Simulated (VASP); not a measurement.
Here is a VASP 6.6.1 calculation.

INCAR

```
PREC = Accurate
ENCUT = 520
EDIFF = 1E-7
ISMEAR = -1
SIGMA = 0.15
LREAL = Auto
LASPH = True
NELM = 60
ALGO = Normal
ISIF = 2
LWAVE = False
LCHARG = False
GGA = PS
NBANDS = 40
```

The input KPOINTS:

```
regular mesh
0
Gamma
  3 3 3
```

File POSCAR:

```
Li
1.0
    6.9800000000      0.0000000000      0.0000000000
    0.0000000000      6.9800000000      0.0000000000
    0.0000000000      0.0000000000      6.9800000000
Li
17
Direct
   -0.0054319645     -0.0130376307     -0.0002820025
    0.4856299975     -0.0181728907      0.0039599093
    0.0053825540      0.5114647060     -0.0121802128
    0.0524277381     -0.0614395371      0.6012863371
    0.2376507314      0.2422282854      0.2486249985
    0.4533839694      0.5333808549      0.0148370228
    0.4873745310     -0.0027788252      0.4936656428
    0.6956496991      0.3075525693      0.1488239058
   -0.0073463449      0.4886268458      0.5021818191
    0.2241364524      0.7558993221      0.2700584069
    0.2577195314      0.2525431586      0.7599718984
    0.5054772749      0.4734020297      0.4799783403
    0.7474184495      0.7382610798      0.2575616357
    0.7360319375      0.2451870427      0.7516434807
    0.2870322506      0.7056393604      0.7363048119
    0.7294322022      0.7337346684      0.7495911998
    0.8608244904      0.1124734606      0.3767974064
```

Potentials or basis: VASP PAW PBE potentials, release 64 (Li_sv).

Command:

```console
$ cat potpaw_PBE.64/Li_sv/POTCAR > POTCAR
$ mpirun -np 1 vasp_std > vasp.out
```

Problem. Predict the largest force.

Solution. 0.015 eV/Å.

Problem. What does it give for the band gap on the k mesh?

Solution. Zero (an odd number of electrons rules out a gap without spin polarisation).

Forces in eV/Å, atoms in the order of the input:
```
Li   0.005 -0.002 -0.004
Li   0.004  0.003 -0.006
Li  -0.006 -0.003 -0.003
Li   0.014 -0.005  0.004
Li  -0.009 -0.001  0.009
Li   0.000  0.003 -0.001
Li   0.008  0.002 -0.002
Li  -0.013  0.003 -0.002
Li  -0.001 -0.003 -0.008
Li  -0.001  0.002  0.003
Li  -0.004  0.001  0.002
Li   0.002 -0.002 -0.001
Li  -0.003  0.003  0.001
Li   0.001  0.001  0.000
Li   0.002 -0.003  0.010
Li  -0.001  0.005  0.001
Li   0.003 -0.003 -0.002
```

Caveat: the PAW data sets were made with another functional, which shifts forces and pressure a little.
